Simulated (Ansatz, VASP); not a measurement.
**BiMo3: VASP beside Ansatz**

INCAR

```
SYSTEM = BiMo3
  PREC = Accurate
  ENCUT = 500
  EDIFF = 1E-7
  ISMEAR = 0
  SIGMA = 0.1
  LREAL = .FALSE.
  LASPH = .TRUE.
  NELM = 120
  ALGO = Normal
  ISIF = 3
  LWAVE = .FALSE.
  LCHARG = .FALSE.
  GGA = PE
  IBRION = 2
  NSW = 100
  EDIFFG = -0.01
  GGA_COMPAT = .FALSE.
  NELMIN = 4
```

Contents of KPOINTS:

```
Automatic mesh
0
G
  12 12 12
  0 0 0
```

Contents of POSCAR:

```
BiMo3
1.0
    4.1391570994      0.0000000000      0.0000000000
    0.0000000000      4.1391570994      0.0000000000
    0.0000000000      0.0000000000      4.1391570994
Bi Mo
1 3
Direct
    0.0000000000      0.0000000000      0.0000000000
    0.0000000000      0.5000000000      0.5000000000
    0.5000000000      0.0000000000      0.5000000000
    0.5000000000      0.5000000000      0.0000000000
```

Input for Ansatz:

```yaml
crystal:
  lattice:
    - [4.1391570994, 0.0, 0.0]
    - [0.0, 4.1391570994, 0.0]
    - [0.0, 0.0, 4.1391570994]
  atoms:
    - { symbol: Bi, position: [0.0, 0.0, 0.0] }
    - { symbol: Mo, position: [0.0, 0.5, 0.5] }
    - { symbol: Mo, position: [0.5, 0.0, 0.5] }
    - { symbol: Mo, position: [0.5, 0.5, 0.0] }
basis:
  ecutwfc: 420
kpoints:
  mp_grid: { grid: [12, 12, 12] }
hamiltonian:
  xc: pbe
scf:
  occupations: { method: gaussian, width: 0.1 }
output:
  forces: true
  stress: true
  eigenvalues: true
relax:
  adjacent_minimum: "off"
  f_tol: 0.01
  max_steps: 80
  cell: { stress_tol: 0.05 }
```

Alike in both runs: task relaxation of cell and atoms; functional PBE; k mesh 12 × 12 × 12; occupations gaussian, width 0.1 eV; no spin polarisation.

|  | VASP | Ansatz |
| --- | --- | --- |
| version | VASP 6.6.1 | Ansatz 0.2.0 |
| potentials or method | VASP PAW PBE potentials, release 64 (Bi_d, Mo_sv), cutoff 500 eV | scalar-relativistic, plane waves, PAW |
| valence electrons in the cell | 57 | 57 |

|  | VASP | Ansatz | Ansatz less VASP |
| --- | --- | --- | --- |
| gap on the k mesh at the Fermi level, each at its own relaxed structure (eV) | none | none | - |
| relaxed volume (Å³/atom) | 17.79 | 17.76 | -0.029 |
| relaxed cell length with the largest relative difference (Å) | 4.144 | 4.142 | -0.0022 |

A gap of «none» marks a metal or a gap that the smearing closes.

Spin-orbit coupling is off throughout.
